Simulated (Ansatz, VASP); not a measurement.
## MgO: VASP beside Ansatz

The input INCAR:

```
PREC = Accurate
ENCUT = 600
EDIFF = 1E-6
ISMEAR = -1
SIGMA = 0.003
LREAL = False
LASPH = True
NELM = 120
ALGO = Normal
ISIF = 2
LWAVE = False
LCHARG = False
GGA = PE
NBANDS = 11
GGA_COMPAT = False
```

File KPOINTS:

```
Automatic mesh
0
Gamma
  8 8 8
```

Contents of POSCAR:

```
MgO
1.0
    0.0000000000      2.1496500000      2.1496500000
    2.1496500000      0.0000000000      2.1496500000
    2.1496500000      2.1496500000      0.0000000000
Mg O
1 1
Direct
    0.0000000000      0.0000000000      0.0000000000
    0.5000000000      0.5000000000      0.5000000000
```

Input for Ansatz:

```yaml
crystal:
  lattice:
    - [0.0, 2.14965, 2.14965]
    - [2.14965, 0.0, 2.14965]
    - [2.14965, 2.14965, 0.0]
  atoms:
    - { symbol: Mg, position: [0.0, 0.0, 0.0] }
    - { symbol: O, position: [0.5, 0.5, 0.5] }
hamiltonian:
  xc: pbe
  pseudopotentials: { kind: paw }
basis:
  ecutwfc: 420
kpoints:
  mp_grid: { grid: [8, 8, 8] }
scf:
  occupations: { method: fermi_dirac, width: 0.003 }
  lower_state_search: "off"
  algorithm: density_mixing
  max_iter: 50
  mixing: {}
output:
  forces: true
  stress: true
```

Alike in both runs: task single point; functional PBE; k mesh 8 × 8 × 8; occupations fermi-dirac, width 0.003 eV; no spin polarisation.

|  | VASP | Ansatz |
| --- | --- | --- |
| version | VASP 6.6.1 | Ansatz 0.2.0 |
| potentials or method | VASP PAW PBE potentials, release 64 (Mg, O), cutoff 600 eV | PAW, plane waves, scalar-relativistic |
| valence electrons in the cell | 8 | 16 |

Ansatz gave:

```
pressure (GPa) : -4.5
```

What did VASP give for the same quantities?

Pressure (GPa): -5.5.

The functional is the same, so the differences come from potentials, cutoffs and numerics. VASP's potentials hold 8 valence electrons a cell and Ansatz's 16, so a difference there can come from the potentials and not from the codes.
